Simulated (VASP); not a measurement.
# GaP (R-3m) in VASP: single point with PBEsol

Aim: the single point of GaP with PBEsol.

All numbers are computed with VASP 6.6.1; they aren't measurements. Logs are shortened: lines on timing, memory, paths and dates and some standing lists are left out, and cuts for length are marked.

**1. The cell of the first run**

Symmetry: R-3m, No. 166, trigonal system. Conventional cell: a = 3.829 Å, b = 3.829 Å, c = 19.077 Å, α = 90.00°, β = 90.00°, γ = 120.00°. Ga (site symmetry 3m) has 3 P at 2.37 Å and 1 Ga at 2.45 Å within 3.1 Å. P (site symmetry 3m) has 1 P at 2.21 Å and 3 Ga at 2.37 Å within 2.9 Å.

**2. Single point, PBEsol**

Input file INCAR:

```
PREC = Accurate
ENCUT = 520
EDIFF = 1E-6
ISMEAR = 0
SIGMA = 0.02
LREAL = F
LASPH = T
NELM = 100
ALGO = Normal
ISIF = 2
LWAVE = F
LCHARG = F
GGA = PS
NBANDS = 26
```

Input file KPOINTS:

```
Automatic mesh
0
Gamma
  12 12 12
```

Input file POSCAR:

```
GaP
1.0
    1.9146192505      1.1054059397      6.3589999811
   -1.9146192505      1.1054059397      6.3589999811
    0.0000000000     -2.2108118793      6.3589999811
Ga P
2 2
Direct
    0.4358080752      0.4358080752      0.4358080752
    0.5641919248      0.5641919248      0.5641919248
    0.0577951590      0.0577951590      0.0577951590
    0.9422048410      0.9422048410      0.9422048410
```

Potentials or basis: VASP PAW PBE potentials, release 64 (Ga_d, P).

On the command line:

```bash
$ cat potpaw_PBE.64/Ga_d/POTCAR potpaw_PBE.64/P/POTCAR > POTCAR
$ mpirun -np 1 vasp_std > vasp.out
```

OUTCAR:

```text
PREC = Accurate
   ENCUT = 520
   EDIFF = 1E-6
   ISMEAR = 0
   LREAL = F
   LASPH = T
   NELM = 100
   ISIF = 2
   GGA = PS

 ion  position               nearest neighbor table
   1  0.436  0.436  0.436-   3 2.37   3 2.37   3 2.37   2 2.45
   2  0.564  0.564  0.564-   4 2.37   4 2.37   4 2.37   1 2.45
   3  0.058  0.058  0.058-   4 2.21   1 2.37   1 2.37   1 2.37
   4  0.942  0.942  0.942-   3 2.21   2 2.37   2 2.37   2 2.37

  LATTYP: Found a trigonal (rhomboedric) cell.
 ALAT       =     6.7323524808
 COS(alpha) =     0.8382437217

  Lattice vectors:

 A1 = (   1.9146192505,   1.1054059397,   6.3589999811)
 A2 = (  -1.9146192505,   1.1054059397,   6.3589999811)
 A3 = (   0.0000000000,  -2.2108118793,   6.3589999811)

Analysis of symmetry for initial positions (statically):
=====================================================================
 Subroutine PRICEL returns:
 Original cell was already a primitive cell.

 Routine SETGRP: Setting up the symmetry group for a
 trigonal (rhombohedral) supercell.

 Subroutine GETGRP returns: Found 12 space group operations
 (whereof 12 operations were pure point group operations)
 out of a pool of 12 trial point group operations.

The static configuration has the point symmetry D_3d.

Analysis of symmetry for dynamics (positions and initial velocities):
=====================================================================
 Subroutine PRICEL returns:
 Original cell was already a primitive cell.

 Routine SETGRP: Setting up the symmetry group for a
 trigonal (rhombohedral) supercell.

 Subroutine GETGRP returns: Found 12 space group operations
 (whereof 12 operations were pure point group operations)
 out of a pool of 12 trial point group operations.

The dynamic configuration has the point symmetry D_3d.

 Subroutine INISYM returns: Found 12 space group operations
 (whereof 12 operations are pure point group operations),
 and found     1 'primitive' translations

----------------------------------------------------------------------------------------

                                     Primitive cell

  volume of cell :      80.7503

  direct lattice vectors                    reciprocal lattice vectors
     1.914619250  1.105405940  6.358999981     0.261148529  0.150774173  0.052419144
    -1.914619250  1.105405940  6.358999981    -0.261148529  0.150774173  0.052419144
     0.000000000 -2.210811879  6.358999981     0.000000000 -0.301548347  0.052419144

  length of vectors
     6.732352481  6.732352481  6.732352481     0.306070534  0.306070534  0.306070534

  position of ions in fractional coordinates (direct lattice)
     0.435808075  0.435808075  0.435808075
     0.564191925  0.564191925  0.564191925
     0.057795159  0.057795159  0.057795159
     0.942204841  0.942204841  0.942204841

  ion indices of the primitive-cell ions
   primitive index   ion index
                 1           1
                 2           2
                 3           3
                 4           4

----------------------------------------------------------------------------------------

 KPOINTS: Automatic mesh

Automatic generation of k-mesh.
 Grid dimensions read from file:
 generate k-points for:   12   12   12

 Generating k-lattice:

  Cartesian coordinates                     Fractional coordinates (reciprocal lattice)
     0.021762377  0.012564514  0.004368262     0.083333333  0.000000000 -0.000000000
    -0.021762377  0.012564514  0.004368262     0.000000000  0.083333333 -0.000000000
     0.000000000 -0.025129029  0.004368262     0.000000000  0.000000000  0.083333333

  Length of vectors
     0.025505878  0.025505878  0.025505878

  Shift w.r.t. Gamma in fractional coordinates (k-lattice)
     0.000000000  0.000000000  0.000000000

 Subroutine IBZKPT returns following result:
 ===========================================

 Found    189 irreducible k-points:

 Following reciprocal coordinates:
            Coordinates               Weight
  0.000000  0.000000  0.000000      1.000000
  0.083333 -0.000000 -0.000000      6.000000
  0.166667  0.000000  0.000000      6.000000
  0.250000  0.000000  0.000000      6.000000
  0.333333  0.000000  0.000000      6.000000
  0.416667  0.000000  0.000000      6.000000
[... 16 lines left out ...]
  0.500000  0.166667 -0.000000     12.000000
 -0.416667  0.166667  0.000000     12.000000
 [... further k-points ...]
   k-points           NKPTS =    189   k-points in BZ     NKDIM =    189   number of bands    NBANDS=     26
   number of dos      NEDOS =    301   number of ions     NIONS =      4
   total plane-waves  NPLWV = 125000
   dimension x,y,z NGX =    50 NGY =   50 NGZ =   50
   dimension x,y,z NGXF=   100 NGYF=  100 NGZF=  100
   ions per type =               2   2
   NGX,Y,Z   is equivalent  to a cutoff of  12.35, 12.35, 12.35 a.u.
   NGXF,Y,Z  is equivalent  to a cutoff of  24.69, 24.69, 24.69 a.u.
 SYSTEM =  unknown system
   PREC   = accura    normal or accurate (medium, high low for compatibility)
   ISTART =      0    job   : 0-new  1-cont  2-samecut
   ICHARG =      2    charge: 1-file 2-atom 10-const
   ISPIN  =      1    spin polarized calculation?
   LNONCOLLINEAR =      F non collinear calculations
   LSORBIT =      F    spin-orbit coupling
   LASPH  =      T    aspherical Exc in radial PAW
   ENCUT  =  520.0 eV  38.22 Ry    6.18 a.u.  12.52 12.52 12.52*2*pi/ulx,y,z
   NELM   =    100;   NELMIN=  2; NELMDL= -5     # of ELM steps
   EDIFF  = 0.1E-05   stopping-criterion for ELM
   LREAL  =      F    real-space projection
   EDIFFG = 0.1E-04   stopping-criterion for IOM
   NSW    =      0    number of steps for IOM
   IBRION =     -1    ionic relax: 0-MD 1-quasi-New 2-CG
   NFREE  =      0    steps in history (QN), initial steepest desc. (CG)
   ISIF   =      2    stress and relaxation
   ISYM   =      2    0-nonsym 1-usesym 2-fastsym
   POTIM  = 0.5000    time-step for ionic-motion
   TEBEG  =    0.0;   TEEND  =   0.0 temperature during run
   PSTRESS=    0.0 pullay stress
   NELECT =      36.0000    total number of electrons
   NUPDOWN=      -1.0000    fix difference up-down
   EMIN   =  10.00;   EMAX   =-10.00  energy-range for DOS
   EFERMI =   0.00;   METHOD = LEGACY
   ISMEAR =     0;   SIGMA  =   0.02  broadening in eV -4-tet -1-fermi 0-gaus
   EFERMI_NEDOS =   21; number of points for ismear=-14 and -15
   IALGO  =     38    algorithm
   IMIX   =      4    mixing-type and parameters
     AMIX     =   0.40;   BMIX     =  1.00
     AMIX_MAG =   1.60;   BMIX_MAG =  1.00
  volume/ion in A,a.u.               =      20.19       136.23
  Fermi-wavevector in a.u.,A,eV,Ry     =   1.250626  2.363341 21.280413  1.564066
  Thomas-Fermi vector in A             =   2.384612
   LORBIT       =      0    0 simple, 1 ext, 2 COOP (PROOUT), +10 PAW based schemes
   GGA     = PS    functional components
   LHFCALC =     F    Hartree Fock is set to
   AEXX    =    0.0000 exact exchange contribution
   IVDW    =     0    specifies the selected vdW correction
   LEPSILON=     F    determine dielectric tensor
   LRPA    =     F    only Hartree local field effects (RPA)
 non-spin polarized calculation
 Gauss-broadening in eV      SIGMA  =   0.02
  energy-cutoff  :      520.00
  volume of cell :       80.75
 maximum number of plane-waves:      2199
   NGX = 25   NGY = 25   NGZ = 25

 number of electron      36.0000001 magnetization

 Free energy of the ion-electron system (eV)
  ---------------------------------------------------
  ext. energy  EPLUGINS =         0.00000000
  ---------------------------------------------------
  free energy    TOTEN  =       -19.33502874 eV

  energy without entropy =      -19.33502874  energy(sigma->0) =      -19.33502874

 E-fermi :   5.0603     XC(G=0): -10.0396

 val. band max:        4.9268833811   @ k =   0.0000   0.0000   0.0000
 cond. band min:       5.6134699041   @ k =   0.5000   0.5000   0.0000
 fundamental gap:      0.6865865230
 Fermi energy:         5.0602920369

 k-point     1 :       0.0000    0.0000    0.0000
  band No.  band energies     occupation
      1      -9.9012      2.00000
      2      -9.7551      2.00000
      3      -9.7551      2.00000
      4      -9.7377      2.00000
      5      -9.7377      2.00000
      6      -9.6790      2.00000
[... 18 lines left out ...]
     25       9.2820      0.00000
     26      12.9312      0.00000

 k-point     2 :       0.0833   -0.0000   -0.0000
  band No.  band energies     occupation
      1      -9.8994      2.00000
      2      -9.7660      2.00000
      3      -9.7542      2.00000
      4      -9.7429      2.00000
      5      -9.7343      2.00000
      6      -9.6805      2.00000
[... 18 lines left out ...]
     25       9.5360      0.00000
     26      13.3368      0.00000

 k-point     3 :       0.1667    0.0000    0.0000
  band No.  band energies     occupation
      1      -9.8949      2.00000
      2      -9.7928      2.00000
      3      -9.7556      2.00000
      4      -9.7521      2.00000
      5      -9.7250      2.00000
      6      -9.6850      2.00000
[... 18 lines left out ...]
     25      10.2245      0.00000
     26      12.5080      0.00000

 k-point     4 :       0.2500    0.0000    0.0000
  band No.  band energies     occupation
      1      -9.8898      2.00000
      2      -9.8237      2.00000
      3      -9.7703      2.00000
      4      -9.7500      2.00000
      5      -9.7122      2.00000
      6      -9.6912      2.00000
[... 18 lines left out ...]
     25      11.1469      0.00000
     26      12.0971      0.00000
[... 496 lines left out ...]
      1      -9.8815      2.00000
      2      -9.8499      2.00000
      3      -9.7898      2.00000
      4      -9.7457      2.00000
      5      -9.7155      2.00000
      6      -9.6821      2.00000
[... 18 lines left out ...]
     25      10.6579      0.00000
     26      13.0112      0.00000

 k-point    23 :       0.5000    0.1667   -0.0000
  band No.  band energies     occupation
      1      -9.8803      2.00000
      2      -9.8621      2.00000
      3      -9.7948      2.00000
      4      -9.7454      2.00000
      5      -9.7162      2.00000
      6      -9.6790      2.00000
[... 18 lines left out ...]
     25      11.5836      0.00000
     26      12.9239      0.00000

 k-point    24 :      -0.4167    0.1667    0.0000
  band No.  band energies     occupation
      1      -9.8833      2.00000
      2      -9.8627      2.00000
      3      -9.7969      2.00000
      4      -9.7458      2.00000
      5      -9.7163      2.00000
      6      -9.6778      2.00000
[... 18 lines left out ...]
     25      12.1436      0.00000
     26      12.7937      0.00000

 [... further k-points ...]

------------------------ aborting loop because EDIFF is reached ----------------------------------------

  FORCE on cell =-STRESS in cart. coord.  units (eV):
  Direction    XX          YY          ZZ          XY          YZ          ZX
  --------------------------------------------------------------------------------------
  -------------------------------------------------------------------------------------
  Total       -0.0092530     -0.0092530     -0.0432433      0.0000000     -0.0000000      0.0000000
  in kB       -0.1835893     -0.1835893     -0.8579948      0.0000000     -0.0000000      0.0000000
  external PRESSURE =      -0.4083911 kB  Pullay stress =       0.0000000 kB

 VOLUME and BASIS-vectors are now :
 -----------------------------------------------------------------------------
  energy-cutoff  :      520.00
  volume of cell :       80.75
      direct lattice vectors                 reciprocal lattice vectors
     1.914619250  1.105405940  6.358999981     0.261148529  0.150774173  0.052419144
    -1.914619250  1.105405940  6.358999981    -0.261148529  0.150774173  0.052419144
     0.000000000 -2.210811879  6.358999981     0.000000000 -0.301548347  0.052419144

 POSITION                                       TOTAL-FORCE (eV/Angst)
 -----------------------------------------------------------------------------------
      0.00000      0.00000      8.31391         0.000000      0.000000      0.001303
      0.00000      0.00000     10.76309         0.000000     -0.000000     -0.001303
      0.00000      0.00000      1.10256         0.000000     -0.000000     -0.011475
      0.00000      0.00000     17.97444         0.000000      0.000000      0.011475
 -----------------------------------------------------------------------------------
    total drift:                               -0.000000     -0.000000      0.000000

  FREE ENERGIE OF THE ION-ELECTRON SYSTEM (eV)
  ---------------------------------------------------
  free  energy   TOTEN  =       -19.3350287411 eV

  energy  without entropy=      -19.3350287411  energy(sigma->0) =      -19.33502874
```

It took 11 min on 1 thread of AMD EPYC 7R13 (Zen 3), shared host; peak memory 0.54 GiB.

Results:

```yaml
Free_energy: -19.3350 eV
Pressure: 0.0 GPa
Largest_force: 0.011 eV/Å
Band_gap_on_the_k_mesh: 0.69 eV (least direct gap 1.15 eV)
```

Forces on the atoms (eV/Å):
```
Ga   0.000  0.000  0.001
Ga   0.000  0.000 -0.001
P    0.000  0.000 -0.011
P    0.000  0.000  0.011
```

Caveat: the PAW data sets were made with another functional, which shifts forces and pressure a little. A k mesh can miss the band edges.
